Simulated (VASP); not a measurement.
Wanted: the native input for a VASP 6.6.1 run.

- Task: single point
- Functional: r2SCAN
- Potentials or basis: VASP PAW PBE potentials, release 64 (Pb_d, S)
- Cutoff: 520 eV
- k mesh: 8 × 8 × 8
- Occupations: gaussian, width 0.01 eV
- Spin: no spin polarisation
- Dipole correction: no
- Further INCAR settings: ALGO = Normal; EDIFF = 1e-06; NBANDS = 17

The system is PbS.

```xyz
2
Lattice="-0.0075 2.9872 2.9872 2.9872 -0.0075 2.9872 2.9798 2.9798 0.0000" Properties=species:S:1:pos:R:3 pbc="T T T"
Pb    0.0000    0.0000    0.0000
S     2.9798    2.9798    2.9872
```

This cell differs from its parent crystal: shear xy strain -0.5%.

These files were run (other wordings do the same):

POSCAR

```
PbS
1.0
   -0.0074680817      2.9872326629      2.9872326629
    2.9872326629     -0.0074680817      2.9872326629
    2.9797645813      2.9797645813      0.0000000000
Pb S
1 1
Direct
    0.0000000000      0.0000000000      0.0000000000
    0.5000000000      0.5000000000      0.5000000000
```

INCAR.step1

```
  ALGO = Normal
  EDIFF = 1E-4
  ENCUT = 520
  GGA = PE
  ISMEAR = 0
  LASPH = T
  LCHARG = F
  LREAL = F
  LWAVE = T
  NBANDS = 17
  NELM = 60
  PREC = Accurate
  SIGMA = 0.01
```

INCAR.step2

```
  ALGO = Normal
  EDIFF = 1E-6
  ENCUT = 520
  ISIF = 2
  ISMEAR = 0
  ISTART = 1
  LASPH = T
  LCHARG = F
  LMIXTAU = T
  LREAL = F
  LWAVE = F
  METAGGA = R2SCAN
  NBANDS = 17
  NELM = 60
  PREC = Accurate
  SIGMA = 0.01
```

KPOINTS

```
k-points
0
Gamma
  8 8 8
```

Potentials or basis: VASP PAW PBE potentials, release 64 (Pb_d, S).

Launch:

```bash
$ cat potpaw_PBE.64/Pb_d/POTCAR potpaw_PBE.64/S/POTCAR > POTCAR
$ cp INCAR.step1 INCAR
$ mpirun -np 1 vasp_std > vasp.out
$ cp INCAR.step2 INCAR
$ mpirun -np 1 vasp_std > vasp.out
```

It gave:

- Pressure: 0.0 GPa
- Band gap on the k mesh: 0.68 eV, indirect (least direct gap 0.70 eV)

Caveat: the cell differs from its parent crystal (shear xy strain -0.5%); the PAW data sets were made with another functional, which shifts forces and pressure a little; spin-orbit coupling is left out, which moves the levels of the heavy elements.

Wall time 4.8 min on 1 thread of AMD EPYC 7R43 64-Core Processor (Zen 3) (shared host), peak memory 0.2 GiB.
